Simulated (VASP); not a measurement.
Input of a VASP 6.6.1 run:

Contents of INCAR:

```
SYSTEM = Al
PREC     = Accurate       ! precision mode
ENCUT    = 520            ! plane-wave cutoff, eV
EDIFF    = 1E-6           ! SCF threshold, eV
ISMEAR   = 0              ! smearing method
SIGMA    = 0.1            ! smearing width, eV
LREAL    = .FALSE.        ! projectors in reciprocal space
LASPH    = .TRUE.         ! aspherical terms in the spheres
NELM     = 60             ! most SCF steps
ALGO     = Normal         ! electronic algorithm
ISIF     = 2              ! what is computed and relaxed
LWAVE    = .FALSE.        ! write WAVECAR
LCHARG   = .FALSE.        ! write CHGCAR
LDIPOL   = .TRUE.       
IDIPOL   = 3            
DIPOL    = 0.5 0.5 0.500
GGA      = PE             ! functional
NBANDS   = 22             ! bands
```

The input KPOINTS:

```
regular mesh
0
G
  12 9 1
  0 0 0
```

The input POSCAR:

```
Al
1.0
    2.8571513840      0.0000000000      0.0000000000
    0.0000000000      4.0406222370      0.0000000000
    0.0000000000      0.0000000000     25.0000298441
Al
8
Direct
    0.5000000000      0.5000000000      0.2999996419
    0.0000000000      0.0000000000      0.3571426013
    0.5000000000      0.5000000000      0.4142855608
    0.0000000000      0.0000000000      0.4714285203
    0.5000000000      0.5000000000      0.5285714797
    0.0000000000      0.0000000000      0.5857144392
    0.5000000000      0.5000000000      0.6428573987
    0.0000000000      0.0000000000      0.7000003581
```

Potentials or basis: VASP PAW PBE potentials, release 64 (Al).

The run is started by

```console
$ cat potpaw_PBE.64/Al/POTCAR > POTCAR
$ mpirun -np 1 vasp_std > vasp.out
```

(1) What does it give for the largest force?

(2) Predict the band gap on the k mesh.

## Answers

(1) 0.247 eV/Å.

(2) zero (bands 12 and 13 overlap by 2.26 eV).
